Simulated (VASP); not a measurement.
AgI:

```
Ag I
1.0
     4.65087    0.00000    0.00000
    -2.32544    4.02777    0.00000
     0.00000    0.00000    7.52330
Ag I
2 2
Direct
  0.33333 0.66667 0.99858
  0.66667 0.33333 0.49858
  0.33333 0.66667 0.37642
  0.66667 0.33333 0.87642
```

This cell differs from its parent crystal: uniaxial z strain -1.0%.

Base run:

| Quantity | Value |
| --- | --- |
| Program | VASP 6.6.1 |
| Functional | r2SCAN |
| Potentials or basis | VASP PAW PBE potentials, release 64 (Ag, I) |
| Cutoff | 550 eV |
| k mesh | 6 × 6 × 4 |
| Occupations | gaussian, width 0.01 eV |
| Spin | no spin polarisation |

Its results: band gap on the k mesh 1.84 eV; pressure 0.2 GPa.

Q: The run is repeated on the same cell with these changes: functional from r2SCAN to PBE; cutoff from 550 eV to 500 eV; occupations from gaussian, width 0.01 eV to fermi-dirac, width 0.02 eV. What comes out?

A: Band gap on the k mesh 1.38 eV; pressure 0.9 GPa.

Caveats: spin-orbit coupling is left out, which moves the levels of the heavy elements; the PAW data sets were made with another functional, which shifts forces and pressure a little (at least some runs).

